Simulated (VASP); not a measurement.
Write the native input for VASP 6.6.1 that does the following.

| Item | Value |
| --- | --- |
| Task | single point |
| Functional | PBEsol |
| Potentials or basis | VASP PAW PBE potentials, release 64 (Mg, O) |
| Cutoff | 600 eV |
| k mesh | 9 × 9 × 9 |
| Occupations | gaussian, width 0.01 eV |
| Spin | no spin polarisation |
| Dipole correction | no |
| Further INCAR settings | ALGO = Normal; EDIFF = 1e-06; NBANDS = 11 |

The structure of MgO (Periclase) lies in POSCAR:

```
MgO
1.0
    0.0000000000      2.1085000000      2.1085000000
    2.1085000000      0.0000000000      2.1085000000
    2.1085000000      2.1085000000      0.0000000000
Mg O
1 1
Direct
    0.0000000000      0.0000000000      0.0000000000
    0.5000000000      0.5000000000      0.5000000000
```

These files were run (other wordings do the same):

INCAR

```
SYSTEM = MgO
ALGO = Normal ; EDIFF = 1E-6
ENCUT = 600 ; GGA = PS
GGA_COMPAT = .FALSE. ; ISIF = 2
ISMEAR = 0 ; LASPH = .TRUE.
LCHARG = .TRUE. ; LELF = .TRUE.
LREAL = .FALSE. ; LVHAR = .TRUE.
LWAVE = .FALSE. ; NBANDS = 11
NELM = 120 ; PREC = Accurate
SIGMA = 0.01
```

KPOINTS

```
k-points
0
G
  9 9 9
  0 0 0
```

Potentials or basis: VASP PAW PBE potentials, release 64 (Mg, O).

The run is started by

```sh
$ cat potpaw_PBE.64/Mg/POTCAR potpaw_PBE.64/O/POTCAR > POTCAR
$ mpirun -np 1 vasp_std > vasp.out
```

Results of the run:

```json
{
  "Pressure": "-1.0 GPa",
  "Band gap on the k mesh": "4.60 eV, direct"
}
```

Caveat: the PAW data sets were made with another functional, which shifts forces and pressure a little.

Run time: 9.6 s on 1 thread of AMD EPYC 9R45 (Zen 5), with other jobs on the host, peak memory 0.11 GiB.
